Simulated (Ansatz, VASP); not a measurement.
**One calculation of AlP, two programs**

```xyz
2
Lattice="0.0000 2.7207 2.7207 2.7207 0.0000 2.7207 2.7207 2.7207 0.0000" Properties=species:S:1:pos:R:3 pbc="T T T"
Al    0.0000    0.0000    0.0000
P     1.3604    1.3604    1.3604
```

Alike in both runs: functional r2SCAN; k mesh 10 × 10 × 10; occupations fermi-dirac, width 0.02 eV; no spin polarisation.

Ansatz relaxed the structure, and its values are those at the end. VASP's run is a single point on that final structure, the one shown.

|  | VASP | Ansatz |
| --- | --- | --- |
| version | VASP 6.6.1 | Ansatz 0.2.0 |
| potentials or method | VASP PAW PBE potentials, release 64 (Al, P), cutoff 550 eV | PAW plane waves |
| valence electrons in the cell | 8 | 8 |

Ansatz gave:

```
gap on the k mesh at the Fermi level (eV) : 1.89
pressure (GPa)                            : 1.9
```

Estimate VASP's values.

gap on the k mesh at the Fermi level (eV): 1.89; pressure (GPa): 1.6.

VASP's potentials were made for PBE, not for r2SCAN. Ansatz's warnings: stress scf threshold loose.
